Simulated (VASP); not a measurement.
# BP (F-43m) in VASP: further runs

The runs below take BP through single point, with PBEsol.

Program: VASP 6.6.1. These are calculated values, not measurements. Logs are shortened: lines on timing, memory, paths and dates and some standing lists are left out, and cuts for length are marked.

## Step 1: The cell of the first run

The structure is cubic, space group F-43m (No. 216). The conventional cell has a = 4.406 Å, b = 4.406 Å, c = 4.406 Å, α = 90.00°, β = 90.00°, γ = 90.00°. B (site symmetry -43m) has 4 P at 1.91 Å within 2.5 Å. P (site symmetry -43m) has 4 B at 1.91 Å within 2.5 Å.

## Step 2: Single point, PBEsol

File INCAR:

```
SYSTEM = BP
ALGO     = Normal         ! electronic algorithm
EDIFF    = 1E-6           ! SCF threshold, eV
ENCUT    = 520            ! plane-wave cutoff, eV
GGA      = PS             ! functional
ISIF     = 2              ! what is computed and relaxed
ISMEAR   = 0              ! smearing method
LASPH    = .TRUE.         ! aspherical terms in the spheres
LCHARG   = .FALSE.        ! write CHGCAR
LREAL    = .FALSE.        ! projectors in reciprocal space
LWAVE    = .FALSE.        ! write WAVECAR
NBANDS   = 11             ! bands
NELM     = 100            ! most SCF steps
PREC     = Accurate       ! precision mode
SIGMA    = 0.01           ! smearing width, eV
```

File KPOINTS:

```
k-points
0
G
  8 8 8
  0 0 0
```

File POSCAR:

```
BP
1.0
    2.2031534117      2.2031534117      0.0000000000
   -2.2031534117      2.2031534117      0.0000000000
    0.0000000000      2.2031534117      2.2031534117
B P
1 1
Direct
    0.0000000000      0.0000000000      0.0000000000
    0.7500000000      0.2500000000      0.5000000000
```

Potentials or basis: VASP PAW PBE potentials, release 64 (B, P).

Started as:

```sh
cat potpaw_PBE.64/B/POTCAR potpaw_PBE.64/P/POTCAR > POTCAR
mpirun -np 1 vasp_std > vasp.out
```

OUTCAR:

```text
SYSTEM = BP
   EDIFF = 1E-6
   ENCUT = 520
   GGA = PS
   ISIF = 2
   ISMEAR = 0
   LASPH = .TRUE.
   LREAL = .FALSE.
   NELM = 100
   PREC = Accurate

 ion  position               nearest neighbor table
   1  0.000  0.000  0.000-   2 1.91   2 1.91   2 1.91   2 1.91
   2  0.750  0.250  0.500-   1 1.91   1 1.91   1 1.91   1 1.91

  LATTYP: Found a face centered cubic cell.
 ALAT       =     4.4063068234

  Lattice vectors:

 A1 = (   0.0000000000,   2.2031534117,   2.2031534117)
 A2 = (   2.2031534117,   0.0000000000,   2.2031534117)
 A3 = (   2.2031534117,   2.2031534117,   0.0000000000)

Analysis of symmetry for initial positions (statically):
=====================================================================
 Subroutine PRICEL returns:
 Original cell was already a primitive cell.

 Routine SETGRP: Setting up the symmetry group for a
 face centered cubic supercell.

 Subroutine GETGRP returns: Found 24 space group operations
 (whereof 24 operations were pure point group operations)
 out of a pool of 48 trial point group operations.

The static configuration has the point symmetry T_d .

Analysis of symmetry for dynamics (positions and initial velocities):
=====================================================================
 Subroutine PRICEL returns:
 Original cell was already a primitive cell.

 Routine SETGRP: Setting up the symmetry group for a
 face centered cubic supercell.

 Subroutine GETGRP returns: Found 24 space group operations
 (whereof 24 operations were pure point group operations)
 out of a pool of 48 trial point group operations.

The dynamic configuration has the point symmetry T_d .

 Subroutine INISYM returns: Found 24 space group operations
 (whereof 24 operations are pure point group operations),
 and found     1 'primitive' translations

----------------------------------------------------------------------------------------

                                     Primitive cell

  volume of cell :      21.3877

  direct lattice vectors                    reciprocal lattice vectors
     2.203153412  2.203153412  0.000000000     0.226947428  0.226947428 -0.226947428
    -2.203153412  2.203153412  0.000000000    -0.226947428  0.226947428 -0.226947428
     0.000000000  2.203153412  2.203153412     0.000000000  0.000000000  0.453894856

  length of vectors
     3.115729435  3.115729435  3.115729435     0.393084476  0.393084476  0.453894856

  position of ions in fractional coordinates (direct lattice)
     0.000000000  0.000000000  0.000000000
     0.750000000  0.250000000  0.500000000

  ion indices of the primitive-cell ions
   primitive index   ion index
                 1           1
                 2           2

----------------------------------------------------------------------------------------

 KPOINTS: k-points

Automatic generation of k-mesh.
 Grid dimensions read from file:
 generate k-points for:    8    8    8

 Generating k-lattice:

  Cartesian coordinates                     Fractional coordinates (reciprocal lattice)
     0.028368428  0.028368428 -0.028368428     0.125000000  0.000000000  0.000000000
    -0.028368428  0.028368428 -0.028368428     0.000000000  0.125000000  0.000000000
     0.000000000  0.000000000  0.056736857     0.000000000  0.000000000  0.125000000

  Length of vectors
     0.049135559  0.049135559  0.056736857

  Shift w.r.t. Gamma in fractional coordinates (k-lattice)
     0.000000000  0.000000000  0.000000000

 Subroutine IBZKPT returns following result:
 ===========================================

 Found     29 irreducible k-points:

 Following reciprocal coordinates:
            Coordinates               Weight
  0.000000  0.000000  0.000000      1.000000
  0.125000  0.000000  0.000000      8.000000
  0.250000  0.000000  0.000000      8.000000
  0.375000  0.000000  0.000000      8.000000
  0.500000  0.000000  0.000000      4.000000
  0.125000  0.125000  0.000000     12.000000
[... 16 lines left out ...]
  0.375000  0.250000  0.125000     48.000000
  0.500000  0.250000  0.125000     24.000000
 [... further k-points ...]
   k-points           NKPTS =     29   k-points in BZ     NKDIM =     29   number of bands    NBANDS=     11
   number of dos      NEDOS =    301   number of ions     NIONS =      2
   total plane-waves  NPLWV =  13824
   dimension x,y,z NGX =    24 NGY =   24 NGZ =   24
   dimension x,y,z NGXF=    48 NGYF=   48 NGZF=   48
   ions per type =               1   1
   NGX,Y,Z   is equivalent  to a cutoff of  12.81, 12.81, 12.81 a.u.
   NGXF,Y,Z  is equivalent  to a cutoff of  25.61, 25.61, 25.61 a.u.
 SYSTEM =  BP
   PREC   = accura    normal or accurate (medium, high low for compatibility)
   ISTART =      0    job   : 0-new  1-cont  2-samecut
   ICHARG =      2    charge: 1-file 2-atom 10-const
   ISPIN  =      1    spin polarized calculation?
   LNONCOLLINEAR =      F non collinear calculations
   LSORBIT =      F    spin-orbit coupling
   LASPH  =      T    aspherical Exc in radial PAW
   ENCUT  =  520.0 eV  38.22 Ry    6.18 a.u.   5.79  5.79  5.79*2*pi/ulx,y,z
   NELM   =    100;   NELMIN=  2; NELMDL= -5     # of ELM steps
   EDIFF  = 0.1E-05   stopping-criterion for ELM
   LREAL  =      F    real-space projection
   EDIFFG = 0.1E-04   stopping-criterion for IOM
   NSW    =      0    number of steps for IOM
   IBRION =     -1    ionic relax: 0-MD 1-quasi-New 2-CG
   NFREE  =      0    steps in history (QN), initial steepest desc. (CG)
   ISIF   =      2    stress and relaxation
   ISYM   =      2    0-nonsym 1-usesym 2-fastsym
   POTIM  = 0.5000    time-step for ionic-motion
   TEBEG  =    0.0;   TEEND  =   0.0 temperature during run
   PSTRESS=    0.0 pullay stress
   NELECT =       8.0000    total number of electrons
   NUPDOWN=      -1.0000    fix difference up-down
   EMIN   =  10.00;   EMAX   =-10.00  energy-range for DOS
   EFERMI =   0.00;   METHOD = LEGACY
   ISMEAR =     0;   SIGMA  =   0.01  broadening in eV -4-tet -1-fermi 0-gaus
   EFERMI_NEDOS =   21; number of points for ismear=-14 and -15
   IALGO  =     38    algorithm
   IMIX   =      4    mixing-type and parameters
     AMIX     =   0.40;   BMIX     =  1.00
     AMIX_MAG =   1.60;   BMIX_MAG =  1.00
  volume/ion in A,a.u.               =      10.69        72.17
  Fermi-wavevector in a.u.,A,eV,Ry     =   1.179551  2.229028 18.930340  1.391341
  Thomas-Fermi vector in A             =   2.315860
   LORBIT       =      0    0 simple, 1 ext, 2 COOP (PROOUT), +10 PAW based schemes
   GGA     = PS    functional components
   LHFCALC =     F    Hartree Fock is set to
   AEXX    =    0.0000 exact exchange contribution
   IVDW    =     0    specifies the selected vdW correction
   LEPSILON=     F    determine dielectric tensor
   LRPA    =     F    only Hartree local field effects (RPA)
 non-spin polarized calculation
 Gauss-broadening in eV      SIGMA  =   0.01
  energy-cutoff  :      520.00
  volume of cell :       21.39
 maximum number of plane-waves:       588
   NGX = 11   NGY = 11   NGZ = 11

 number of electron       8.0000000 magnetization

 Free energy of the ion-electron system (eV)
  ---------------------------------------------------
  ext. energy  EPLUGINS =         0.00000000
  ---------------------------------------------------
  free energy    TOTEN  =       -13.59459535 eV

  energy without entropy =      -13.59459535  energy(sigma->0) =      -13.59459535

 E-fermi :   8.6310     XC(G=0): -11.4211

 val. band max:        8.4821542521   @ k =   0.0000   0.0000   0.0000
 cond. band min:       9.5292115098   @ k =   0.5000   0.5000   0.0000
 fundamental gap:      1.0470572577
 Fermi energy:         8.6309977985

 k-point     1 :       0.0000    0.0000    0.0000
  band No.  band energies     occupation
      1      -7.8259      2.00000
      2       8.4822      2.00000
      3       8.4822      2.00000
      4       8.4822      2.00000
      5      11.9860      0.00000
      6      11.9860      0.00000
      7      11.9860      0.00000
      8      17.1951      0.00000
      9      20.3672      0.00000
     10      20.8731      0.00000
     11      20.8731      0.00000

 k-point     2 :       0.1250    0.0000    0.0000
  band No.  band energies     occupation
      1      -7.5230      2.00000
      2       6.5154      2.00000
      3       8.0174      2.00000
      4       8.0174      2.00000
      5      12.6271      0.00000
      6      12.6271      0.00000
      7      12.6419      0.00000
      8      17.8137      0.00000
      9      19.8451      0.00000
     10      19.8451      0.00000
     11      21.2889      0.00000

 k-point     3 :       0.2500    0.0000    0.0000
  band No.  band energies     occupation
      1      -6.6309      2.00000
      2       3.3279      2.00000
      3       7.2831      2.00000
      4       7.2831      2.00000
      5      12.8729      0.00000
      6      13.3966      0.00000
      7      13.3966      0.00000
      8      18.7686      0.00000
      9      19.5924      0.00000
     10      19.5924      0.00000
     11      22.1113      0.00000

 k-point     4 :       0.3750    0.0000    0.0000
  band No.  band energies     occupation
      1      -5.2428      2.00000
      2       0.3861      2.00000
      3       6.7817      2.00000
      4       6.7817      2.00000
      5      12.8029      0.00000
      6      13.3441      0.00000
      7      13.3441      0.00000
      8      18.8509      0.00000
      9      21.4686      0.00000
     10      21.4686      0.00000
     11      23.1136      0.00000

 k-point     5 :       0.5000    0.0000    0.0000
  band No.  band energies     occupation
      1      -4.1258      2.00000
      2      -1.2681      2.00000
      3       6.6114      2.00000
      4       6.6114      2.00000
      5      12.7586      0.00000
      6      13.1886      0.00000
      7      13.1886      0.00000
      8      18.7087      0.00000
      9      23.6711      0.00000
     10      23.6711      0.00000
     11      24.0338      0.00000
[... 211 lines left out ...]
 k-point    21 :       0.5000    0.5000    0.0000
  band No.  band energies     occupation
      1      -2.4750      2.00000
      2      -0.5822      2.00000
      3       4.0136      2.00000
      4       4.0136      2.00000
      5       9.5292      0.00000
      6       9.9225      0.00000
      7      21.4185      0.00000
      8      21.4185      0.00000
      9      24.7234      0.00000
     10      25.8525      0.00000
     11      27.3492      0.00000

 k-point    22 :       0.2500    0.2500    0.1250
  band No.  band energies     occupation
      1      -5.8473      2.00000
      2       3.3595      2.00000
      3       4.3302      2.00000
      4       6.3643      2.00000
      5      11.9628      0.00000
      6      14.4969      0.00000
      7      15.0780      0.00000
      8      16.4405      0.00000
      9      20.6223      0.00000
     10      22.9618      0.00000
     11      25.1242      0.00000

 k-point    23 :       0.3750    0.2500    0.1250
  band No.  band energies     occupation
      1      -4.4888      2.00000
      2       0.9579      2.00000
      3       3.7043      2.00000
      4       5.4910      2.00000
      5      12.5508      0.00000
      6      14.1546      0.00000
      7      16.1504      0.00000
      8      17.2682      0.00000
      9      21.4861      0.00000
     10      22.4382      0.00000
     11      26.2519      0.00000

 k-point    24 :       0.5000    0.2500    0.1250
  band No.  band energies     occupation
      1      -3.4083      2.00000
      2      -0.5902      2.00000
      3       3.6537      2.00000
      4       5.0672      2.00000
      5      12.5796      0.00000
      6      13.9274      0.00000
      7      17.3303      0.00000
      8      18.7671      0.00000
      9      19.2897      0.00000
     10      23.4669      0.00000
     11      25.8901      0.00000

 [... further k-points ...]
[... 5 lines left out ...]
  --------------------------------------------------------------------------------------
  -------------------------------------------------------------------------------------
  Total        2.0154195      2.0154195      2.0154195      0.0000000      0.0000000      0.0000000
  in kB      150.9773623    150.9773623    150.9773623      0.0000000      0.0000000      0.0000000
  external PRESSURE =     150.9773623 kB  Pullay stress =       0.0000000 kB

 VOLUME and BASIS-vectors are now :
 -----------------------------------------------------------------------------
  energy-cutoff  :      520.00
  volume of cell :       21.39
      direct lattice vectors                 reciprocal lattice vectors
     2.203153412  2.203153412  0.000000000     0.226947428  0.226947428 -0.226947428
    -2.203153412  2.203153412  0.000000000    -0.226947428  0.226947428 -0.226947428
     0.000000000  2.203153412  2.203153412     0.000000000  0.000000000  0.453894856

 POSITION                                       TOTAL-FORCE (eV/Angst)
 -----------------------------------------------------------------------------------
      0.00000      0.00000      0.00000         0.000000      0.000000      0.000000
      1.10158      3.30473      1.10158        -0.000000     -0.000000     -0.000000
 -----------------------------------------------------------------------------------
    total drift:                                0.000000      0.000000     -0.000000

  FREE ENERGIE OF THE ION-ELECTRON SYSTEM (eV)
  ---------------------------------------------------
  free  energy   TOTEN  =       -13.5945953503 eV

  energy  without entropy=      -13.5945953503  energy(sigma->0) =      -13.59459535
```

Wall time 3.2 s (1 thread of Intel Xeon Platinum 8488C (Sapphire Rapids), shared host); peak memory 0.13 GiB.

Results:

```yaml
Free_energy: -13.5946 eV
Pressure: 15.1 GPa
Band_gap_on_the_k_mesh: 1.05 eV, indirect (least direct gap 3.50 eV)
```

Caveat: the PAW data sets were made with another functional, which shifts forces and pressure a little. A k mesh can miss the band edges.

(Continued in part 2 of 3.)
